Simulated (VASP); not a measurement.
Here is a VASP 6.6.1 calculation.

The input POSCAR:

```
Y
1.0
    0.0000000000      2.3918125000      2.4850000000
    2.5781875000      0.0000000000      2.4850000000
    2.5781875000      2.3918125000      0.0000000000
Y
1
Direct
    0.0000000000      0.0000000000      0.0000000000
```

The input INCAR.step1:

```
ALGO = Normal ; EDIFF = 1E-4
ENCUT = 520 ; GGA = PE
ISMEAR = 0 ; LASPH = T
LCHARG = F ; LREAL = F
LWAVE = T ; NBANDS = 12
NELM = 60 ; PREC = Accurate
SIGMA = 0.15
```

INCAR.step2

```
ALGO = Normal ; EDIFF = 1E-6
ENCUT = 520 ; ISIF = 2
ISMEAR = 0 ; ISTART = 1
LASPH = T ; LCHARG = F
LMIXTAU = T ; LREAL = F
LWAVE = F ; METAGGA = R2SCAN
NBANDS = 12 ; NELM = 60
PREC = Accurate ; SIGMA = 0.15
```

The input KPOINTS:

```
k-points
0
Gamma
  16 16 16
```

Potentials or basis: VASP PAW PBE potentials, release 64 (Y_sv).

Run with:

```sh
$ cat potpaw_PBE.64/Y_sv/POTCAR > POTCAR
$ cp INCAR.step1 INCAR
$ mpirun -np 1 vasp_std > vasp.out
$ cp INCAR.step2 INCAR
$ mpirun -np 1 vasp_std > vasp.out
```

Task: Estimate the band gap on the k mesh.

Result: Zero (an odd number of electrons rules out a gap without spin polarisation).

Task: Predict the pressure.

Result: 3.5 GPa.

Stress tensor (GPa, compression positive):
```
2.76 0.00 0.00
0.00 4.07 0.00
0.00 0.00 3.52
```

Caveat: the cell differs from its parent crystal (strain +0.0375 x Voigt [1, -1, 0, 0, 0, 0]); the cell stands under pressure; the PAW data sets were made with another functional, which shifts forces and pressure a little.
